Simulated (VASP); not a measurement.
Here is a VASP 6.6.1 calculation.

INCAR

```
  PREC = Accurate
  ENCUT = 600
  EDIFF = 1E-6
  ISMEAR = -1
  SIGMA = 0.02
  LREAL = False
  LASPH = True
  NELM = 80
  ALGO = Normal
  ISIF = 3
  LWAVE = False
  LCHARG = False
  GGA = PE
  IBRION = 2
  NSW = 80
  EDIFFG = -0.005
```

File KPOINTS:

```
regular mesh
0
Gamma
  6 6 8
```

The input POSCAR:

```
SiO2
1.0
    4.0672433400      0.0000000000      0.0000000000
    0.0000000000      4.0672433400      0.0000000000
    0.0000000000      0.0000000000      2.6843806044
Si O
2 4
Direct
    0.0000000000      0.0000000000      0.0000000000
    0.5000000000      0.5000000000      0.5000000000
    0.3050000000      0.3050000000      0.0000000000
    0.1950000000      0.8050000000      0.5000000000
    0.8050000000      0.1950000000      0.5000000000
    0.6950000000      0.6950000000      0.0000000000
```

Potentials or basis: VASP PAW PBE potentials, release 64 (Si, O).

Command:

```console
$ cat potpaw_PBE.64/Si/POTCAR potpaw_PBE.64/O/POTCAR > POTCAR
$ mpirun -np 1 vasp_std > vasp.out
```

(1) What does it give for the space group after relaxing (to 0.05 Å)?

(2) What does it give for the relaxed volume?

## Answers

(1) P4_2/mnm (No. 136).

(2) 8.04 Å³/atom.
